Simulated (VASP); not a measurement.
Here is a VASP 6.6.1 calculation.

Contents of INCAR:

```
ALGO = Fast ; EDIFF = 1E-6
ENCUT = 520 ; ISIF = 2
ISMEAR = 0 ; LASPH = True
LCHARG = True ; LELF = True
LREAL = False ; LVHAR = True
LWAVE = False ; NBANDS = 10
NELM = 80 ; PREC = Accurate
SIGMA = 0.15
```

File KPOINTS:

```
k-points
0
Gamma
  20 20 20
```

Contents of POSCAR:

```
Na
1.0
   -1.7769499393      1.7769499393      2.9781268488
    1.7769499393     -1.7769499393      2.9781268488
    1.7769499393      1.7769499393     -2.9781268488
Na
1
Direct
    0.0000000000      0.0000000000      0.0000000000
```

Potentials or basis: VASP PAW LDA potentials, release 64 (Na_pv).

Command:

```sh
$ cat potpaw_LDA.64/Na_pv/POTCAR > POTCAR
$ mpirun -np 1 vasp_std > vasp.out
```

Predict the pressure.

-1.0 GPa.

What does it give for the band gap on the k mesh?

Zero (an odd number of electrons rules out a gap without spin polarisation).

Stress tensor (GPa, compression positive):
```
-0.74  0.00  0.00
 0.00 -0.74  0.00
 0.00  0.00 -1.45
```
